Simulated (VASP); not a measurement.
# Si2W in VASP: further runs

Si2W is run at these levels: PBE; tasks: single point, relaxation of cell and atoms.

Everything below comes from runs of VASP 6.6.1. Logs are shortened: lines on timing, memory, paths and dates and some standing lists are left out, and cuts for length are marked.

## 1. The cell of the first run

The typed cell holds 3 atoms: a = 4.548 Å, b = 4.548 Å, c = 4.548 Å, α = 138.41°, β = 138.41°, γ = 60.28°.

## 2. Single point, PBE

The input, INCAR:

```
ALGO     = Normal         # electronic algorithm
EDIFF    = 1E-6           # SCF threshold, eV
ENCUT    = 520            # plane-wave cutoff, eV
GGA      = PE             # functional
ISIF     = 2              # what is computed and relaxed
ISMEAR   = -1             # smearing method
LASPH    = T              # aspherical terms in the spheres
LCHARG   = T              # write CHGCAR
LELF     = T              # ELF
LREAL    = F              # projectors in reciprocal space
LVHAR    = T            
LWAVE    = F              # write WAVECAR
NBANDS   = 18             # bands
NELM     = 60             # most SCF steps
PREC     = Accurate       # precision mode
SIGMA    = 0.05           # smearing width, eV
```

The input, KPOINTS:

```
k-points
0
Gamma
  10 10 10
```

The input, POSCAR:

```
Si2W
1.0
   -1.6147667507      1.6149722611      3.9331235545
    1.6146870691     -1.6147036737      3.9329806067
    1.6147442043      1.6146811273     -3.9330133122
Si W
2 1
Direct
    0.3363963729      0.3326689722      0.0016362111
    0.6670849992      0.6633237666      0.0016583437
    0.0017508379     -0.0020040287      0.0016593251
```

Potentials or basis: VASP PAW PBE potentials, release 64 (Si, W_sv).

Launch:

```bash
cat potpaw_PBE.64/Si/POTCAR potpaw_PBE.64/W_sv/POTCAR > POTCAR
mpirun -np 1 vasp_std > vasp.out
```

OUTCAR:

```text
EDIFF = 1E-6
   ENCUT = 520
   GGA = PE
   ISIF = 2
   ISMEAR = -1
   LASPH = T
   LREAL = F
   NELM = 60
   PREC = Accurate

 ion  position               nearest neighbor table
   1  0.336  0.333  0.002-   2 2.60   3 2.63   3 2.63   3 2.63   3 2.63   3 2.63   2 2.64   2 2.64
                             2 2.64   2 2.64
   2  0.667  0.663  0.002-   1 2.60   3 2.63   3 2.63   3 2.63   3 2.63   3 2.63   1 2.64   1 2.64
                             1 2.64   1 2.64
   3  0.002  0.998  0.002-   1 2.63   1 2.63   2 2.63   2 2.63   2 2.63   1 2.63   2 2.63   1 2.63
                             2 2.63   1 2.63

  LATTYP: Found a base centered monoclinic cell.
 ALAT       =    12.4796288490
 B/A-ratio  =     0.2587762275
 C/A-ratio  =     0.2587940258
 COS(beta)  =    -0.7763390398

  Lattice vectors:

 A1 = (  -1.6147216579,  -4.8443345157,   3.9329030699)
 A2 = (   1.6147096155,  -4.8443570621,   3.9328703644)
 A3 = (  -0.0000225464,   3.2296533884,   0.0001102423)

Analysis of symmetry for initial positions (statically):
=====================================================================
 Subroutine PRICEL returns:
 Original cell was already a primitive cell.

 Routine SETGRP: Setting up the symmetry group for a
 base centered monoclinic supercell.

 Subroutine GETGRP returns: Found  2 space group operations
 (whereof  1 operations were pure point group operations)
 out of a pool of  4 trial point group operations.

The static configuration has the point symmetry C_1 .
 The point group associated with its full space group is C_1h.

Analysis of symmetry for dynamics (positions and initial velocities):
=====================================================================
 Subroutine PRICEL returns:
 Original cell was already a primitive cell.

 Routine SETGRP: Setting up the symmetry group for a
 base centered monoclinic supercell.

 Subroutine GETGRP returns: Found  2 space group operations
 (whereof  1 operations were pure point group operations)
 out of a pool of  4 trial point group operations.

The dynamic configuration has the point symmetry C_1 .
 The point group associated with its full space group is C_1h.

 Subroutine INISYM returns: Found  2 space group operations
 (whereof  1 operations are pure point group operations),
 and found     1 'primitive' translations

----------------------------------------------------------------------------------------

                                     Primitive cell

  volume of cell :      41.0215

  direct lattice vectors                    reciprocal lattice vectors
    -1.614766751  1.614972261  3.933123554     0.000003449  0.309626411  0.127117162
     1.614687069 -1.614703674  3.932980607     0.309653333 -0.000002178  0.127130871
     1.614744204  1.614681127 -3.933013312     0.309654207  0.309632912 -0.000007436

  length of vectors
     4.548083988  4.547836710  4.547877274     0.334704776  0.334734888  0.437902122

  position of ions in fractional coordinates (direct lattice)
     0.336396373  0.332668972  0.001636211
     0.667084999  0.663323767  0.001658344
     0.001750838  0.997995971  0.001659325

  ion indices of the primitive-cell ions
   primitive index   ion index
                 1           1
                 2           2
                 3           3

----------------------------------------------------------------------------------------

 KPOINTS: k-points

Automatic generation of k-mesh.
 Grid dimensions read from file:
 generate k-points for:   10   10   10

 Generating k-lattice:

  Cartesian coordinates                     Fractional coordinates (reciprocal lattice)
     0.000000345  0.030962641  0.012711716     0.100000000  0.000000000 -0.000000000
     0.030965333 -0.000000218  0.012713087     0.000000000  0.100000000  0.000000000
     0.030965421  0.030963291 -0.000000744    -0.000000000 -0.000000000  0.100000000

  Length of vectors
     0.033470478  0.033473489  0.043790212

  Shift w.r.t. Gamma in fractional coordinates (k-lattice)
     0.000000000  0.000000000  0.000000000

 Subroutine IBZKPT returns following result:
 ===========================================

 Found    282 irreducible k-points:

 Following reciprocal coordinates:
            Coordinates               Weight
  0.000000  0.000000  0.000000      1.000000
  0.100000  0.000000 -0.000000      2.000000
  0.200000  0.000000 -0.000000      2.000000
  0.300000  0.000000  0.000000      2.000000
  0.400000  0.000000  0.000000      2.000000
  0.500000  0.000000  0.000000      1.000000
[... 16 lines left out ...]
 -0.400000  0.200000  0.000000      4.000000
 -0.300000  0.200000  0.000000      4.000000
 [... further k-points ...]
   k-points           NKPTS =    282   k-points in BZ     NKDIM =    282   number of bands    NBANDS=     18
   number of dos      NEDOS =    301   number of ions     NIONS =      3
   total plane-waves  NPLWV =  46656
   dimension x,y,z NGX =    36 NGY =   36 NGZ =   36
   dimension x,y,z NGXF=    72 NGYF=   72 NGZF=   72
   ions per type =               2   1
   NGX,Y,Z   is equivalent  to a cutoff of  13.16, 13.16, 13.16 a.u.
   NGXF,Y,Z  is equivalent  to a cutoff of  26.32, 26.32, 26.32 a.u.
 SYSTEM =  unknown system
   PREC   = accura    normal or accurate (medium, high low for compatibility)
   ISTART =      0    job   : 0-new  1-cont  2-samecut
   ICHARG =      2    charge: 1-file 2-atom 10-const
   ISPIN  =      1    spin polarized calculation?
   LNONCOLLINEAR =      F non collinear calculations
   LSORBIT =      F    spin-orbit coupling
   LASPH  =      T    aspherical Exc in radial PAW
   ENCUT  =  520.0 eV  38.22 Ry    6.18 a.u.   8.46  8.46  8.46*2*pi/ulx,y,z
   NELM   =     60;   NELMIN=  2; NELMDL= -5     # of ELM steps
   EDIFF  = 0.1E-05   stopping-criterion for ELM
   LREAL  =      F    real-space projection
   EDIFFG = 0.1E-04   stopping-criterion for IOM
   NSW    =      0    number of steps for IOM
   IBRION =     -1    ionic relax: 0-MD 1-quasi-New 2-CG
   NFREE  =      0    steps in history (QN), initial steepest desc. (CG)
   ISIF   =      2    stress and relaxation
   ISYM   =      2    0-nonsym 1-usesym 2-fastsym
   POTIM  = 0.5000    time-step for ionic-motion
   TEBEG  =    0.0;   TEEND  =   0.0 temperature during run
   PSTRESS=    0.0 pullay stress
   NELECT =      22.0000    total number of electrons
   NUPDOWN=      -1.0000    fix difference up-down
   EMIN   =  10.00;   EMAX   =-10.00  energy-range for DOS
   EFERMI =   0.00;   METHOD = LEGACY
   ISMEAR =    -1;   SIGMA  =   0.05  broadening in eV -4-tet -1-fermi 0-gaus
   EFERMI_NEDOS =   21; number of points for ismear=-14 and -15
   IALGO  =     38    algorithm
   IMIX   =      4    mixing-type and parameters
     AMIX     =   0.40;   BMIX     =  1.00
     AMIX_MAG =   1.60;   BMIX_MAG =  1.00
  volume/ion in A,a.u.               =      13.67        92.28
  Fermi-wavevector in a.u.,A,eV,Ry     =   1.330082  2.513491 24.070323  1.769119
  Thomas-Fermi vector in A             =   2.459196
   LORBIT       =      0    0 simple, 1 ext, 2 COOP (PROOUT), +10 PAW based schemes
   GGA     = PE    functional components
   LHFCALC =     F    Hartree Fock is set to
   AEXX    =    0.0000 exact exchange contribution
   IVDW    =     0    specifies the selected vdW correction
   LEPSILON=     F    determine dielectric tensor
   LRPA    =     F    only Hartree local field effects (RPA)
 non-spin polarized calculation
  energy-cutoff  :      520.00
  volume of cell :       41.02
 maximum number of plane-waves:      1142
 NGX is ok and might be reduce to    36
   NGX = 17   NGY = 17   NGZ = 17

 number of electron      22.0000007 magnetization

 Free energy of the ion-electron system (eV)
  ---------------------------------------------------
  ext. energy  EPLUGINS =         0.00000000
  ---------------------------------------------------
  free energy    TOTEN  =       -24.81348509 eV

  energy without entropy =      -24.81011472  energy(sigma->0) =      -24.81179991

 E-fermi :  11.7544     XC(G=0): -12.4599

 val. band max:       11.7426360230   @ k =  -0.3000  -0.2000   0.2000
 cond. band min:      11.7689790646   @ k =   0.5000   0.5000   0.3000
 fundamental gap:      0.0263430416
 Fermi energy:        11.7544364876

 k-point     1 :       0.0000    0.0000    0.0000
  band No.  band energies     occupation
      1     -62.1245      2.00000
      2     -26.3739      2.00000
      3     -26.3579      2.00000
      4     -26.3576      2.00000
      5      -2.2041      2.00000
      6       4.9959      2.00000
[... 10 lines left out ...]
     17      17.3558      0.00000
     18      17.3564      0.00000

 k-point     2 :       0.1000    0.0000   -0.0000
  band No.  band energies     occupation
      1     -62.1239      2.00000
      2     -26.3777      2.00000
      3     -26.3724      2.00000
      4     -26.3558      2.00000
      5      -2.0161      2.00000
      6       5.0006      2.00000
[... 10 lines left out ...]
     17      17.3929      0.00000
     18      18.0061      0.00000

 k-point     3 :       0.2000    0.0000   -0.0000
  band No.  band energies     occupation
      1     -62.1222      2.00000
      2     -26.4292      2.00000
      3     -26.3685      2.00000
      4     -26.3511      2.00000
      5      -1.4650      2.00000
      6       4.8935      2.00000
[... 10 lines left out ...]
     17      18.0239      0.00000
     18      19.4439      0.00000

 k-point     4 :       0.3000    0.0000    0.0000
  band No.  band energies     occupation
      1     -62.1200      2.00000
      2     -26.4923      2.00000
      3     -26.3637      2.00000
      4     -26.3453      2.00000
      5      -0.5889      2.00000
      6       4.2976      2.00000
[... 375 lines left out ...]
      4     -26.3510      2.00000
      5       1.9057      2.00000
      6       2.6481      2.00000
[... 10 lines left out ...]
     17      18.9780      0.00000
     18      20.1408      0.00000

 k-point    23 :      -0.4000    0.2000    0.0000
  band No.  band energies     occupation
      1     -62.1159      2.00000
      2     -26.5331      2.00000
      3     -26.4087      2.00000
      4     -26.3516      2.00000
      5       0.7515      2.00000
      6       3.9074      2.00000
[... 10 lines left out ...]
     17      18.2885      0.00000
     18      19.5278      0.00000

 k-point    24 :      -0.3000    0.2000    0.0000
  band No.  band energies     occupation
      1     -62.1176      2.00000
      2     -26.4835      2.00000
      3     -26.4142      2.00000
      4     -26.3553      2.00000
      5      -0.2449      2.00000
      6       5.2162      2.00000
[... 10 lines left out ...]
     17      17.2762      0.00000
     18      19.1114      0.00000

 [... further k-points ...]

------------------------ aborting loop because EDIFF is reached ----------------------------------------

  FORCE on cell =-STRESS in cart. coord.  units (eV):
  Direction    XX          YY          ZZ          XY          YZ          ZX
  --------------------------------------------------------------------------------------
  -------------------------------------------------------------------------------------
  Total        0.0287835      0.0238228     -0.0006978     -0.0000003     -0.0037006     -0.0000003
  in kB        1.1241957      0.9304462     -0.0272540     -0.0000129     -0.1445336     -0.0000101
  external PRESSURE =       0.6757960 kB  Pullay stress =       0.0000000 kB

 VOLUME and BASIS-vectors are now :
 -----------------------------------------------------------------------------
  energy-cutoff  :      520.00
  volume of cell :       41.02
      direct lattice vectors                 reciprocal lattice vectors
    -1.614766751  1.614972261  3.933123554     0.000003449  0.309626411  0.127117162
     1.614687069 -1.614703674  3.932980607     0.309653333 -0.000002178  0.127130871
     1.614744204  1.614681127 -3.933013312     0.309654207  0.309632912 -0.000007436

 POSITION                                       TOTAL-FORCE (eV/Angst)
 -----------------------------------------------------------------------------------
     -0.00340      0.00875      2.62503         0.000000      0.000840     -0.002069
     -0.00345      0.00893      5.22604        -0.000000     -0.000474      0.001955
      1.61130     -1.60596      3.92546         0.000000     -0.000366      0.000114
 -----------------------------------------------------------------------------------
    total drift:                               -0.000093     -0.000032     -0.000030

  FREE ENERGIE OF THE ION-ELECTRON SYSTEM (eV)
  ---------------------------------------------------
  free  energy   TOTEN  =       -24.8134850925 eV

  energy  without entropy=      -24.8101147178  energy(sigma->0) =      -24.81179991
```

It took 2.1 min on 1 thread of Intel Xeon Platinum 8559C (Emerald Rapids), shared host; peak memory 0.35 GiB.

What came out:

```
Free energy            : -24.8135 eV
Pressure               : 0.1 GPa
Band gap on the k mesh : zero (bands 11 and 12 overlap by 1.28 eV)
```

Forces on the atoms (eV/Å):
```
Si   0.000  0.001 -0.002
Si   0.000  0.000  0.002
W    0.000  0.000  0.000
```

Caveat: spin-orbit coupling is left out, which moves the levels of the heavy elements.

## 3. Relaxation of cell and atoms, PBE

This run uses another cell than the first one, of 13.48 Å³/atom.

The input, INCAR:

```
  ALGO = Normal
  EDIFF = 1E-6
  EDIFFG = -0.01
  ENCUT = 600
  GGA = PE
  IBRION = 2
  ISIF = 3
  ISMEAR = 1
  LASPH = True
  LCHARG = False
  LREAL = False
  LWAVE = False
  NELM = 60
  NSW = 100
  PREC = Accurate
  SIGMA = 0.05
```

KPOINTS is that of step 2.

The input, POSCAR:

```
Si2W
1.0
   -1.6069000000      1.6069000000      3.9149500000
    1.6069000000     -1.6069000000      3.9149500000
    1.6069000000      1.6069000000     -3.9149500000
Si W
2 1
Direct
    0.3299112200      0.3308179600      0.0035361900
    0.6828718600      0.6623554500      0.0128435600
   -0.0075508700      0.0008153000     -0.0114258700
```

Potentials or basis: VASP PAW PBE potentials, release 64 (Si, W_sv).

Launch:

```bash
cat potpaw_PBE.64/Si/POTCAR potpaw_PBE.64/W_sv/POTCAR > POTCAR
mpirun -np 1 vasp_std > vasp.out
```

Wall time 42 min (1 thread of Oxide Virtual Turin-like, shared host); peak memory 0.49 GiB.

Results (log left out):

```
Free energy                           : -24.8118 eV
Relaxed volume                        : 13.69 Å³/atom
Relaxed cell                          : a = 4.548 Å, b = 4.548 Å, c = 4.548 Å, α = 138.38°, β = 138.38°, γ = 60.32°
Space group after relaxing (to 0.1 Å) : I4/mmm (No. 139)
Energy gained by relaxing             : 19.8 meV/atom
Ionic steps                           : 11
Pressure after relaxing               : -0.1 GPa
Largest force after relaxing          : 0.009 eV/Å
Band gap on the k mesh                : zero (bands 11 and 12 overlap by 1.27 eV)
```

Forces on the atoms (eV/Å):
```
Si  -0.001  0.005  0.002
Si   0.002  0.000  0.004
W   -0.001 -0.005 -0.007
```

Stress tensor (GPa, compression positive):
```
-0.05  0.01  0.00
 0.01 -0.04  0.05
 0.00  0.05 -0.10
```

The path:
```tsv
step	energy change (eV)	largest force (eV/Å)	pressure (GPa)	volume (Å³)
1	0.0000	0.9128	3.47	40.44
2	-0.0338	0.2771	-5.76	42.17
3	-0.0427	0.3591	-3.09	41.60
4	-0.0544	0.2635	2.00	40.72
5	-0.0582	0.1325	0.25	41.01
6	-0.0593	0.0422	-0.07	41.07
7	-0.0593	0.0377	-0.14	41.09
8	-0.0594	0.0152	0.16	41.03
9	-0.0594	0.0161	0.10	41.04
10	-0.0594	0.0083	-0.09	41.07
11	-0.0594	0.0087	-0.06	41.06
```

Final structure:
```xyz
3
Lattice="-1.6157 1.6153 3.9319 1.6158 -1.6162 3.9323 1.6156 1.6161 -3.9323" Properties=species:S:1:pos:R:3 pbc="T T T"
Si   -0.0032    0.0080    2.6258
Si   -0.0035    0.0082    5.2231
W     1.6124   -1.6071    3.9251
```

Levels at points of the mesh, in eV from the Fermi level:
| k point | band 8 | band 9 | band 10 | band 11 | band 12 | band 13 | band 14 | band 15 |
| --- | --- | --- | --- | --- | --- | --- | --- | --- |
| (0.00, 0.00, 0.00) | -3.23 | -2.79 | -2.79 | 0.61 | 2.65 | 3.00 | 3.02 | 3.02 |
| (0.50, 0.00, 0.00) | -4.80 | -2.75 | -2.69 | -0.40 | 2.66 | 2.77 | 3.91 | 4.32 |
| (0.00, 0.50, 0.00) | -4.80 | -2.74 | -2.69 | -0.40 | 2.66 | 2.77 | 3.91 | 4.32 |
| (0.00, 0.50, 0.50) | -4.80 | -2.74 | -2.69 | -0.40 | 2.66 | 2.77 | 3.91 | 4.33 |
| (0.50, 0.00, 0.50) | -4.80 | -2.75 | -2.69 | -0.40 | 2.66 | 2.77 | 3.91 | 4.32 |
| (0.50, 0.50, 0.00) | -5.49 | -4.94 | -3.17 | -1.75 | 2.76 | 2.92 | 3.07 | 3.88 |
| (0.00, 0.00, 0.50) | -5.49 | -4.94 | -3.17 | -1.75 | 2.77 | 2.92 | 3.07 | 3.88 |
| (0.50, 0.50, 0.50) | -2.52 | -0.84 | -0.84 | -0.47 | -0.47 | 0.78 | 4.48 | 4.72 |

Caveat: spin-orbit coupling is left out, which moves the levels of the heavy elements.
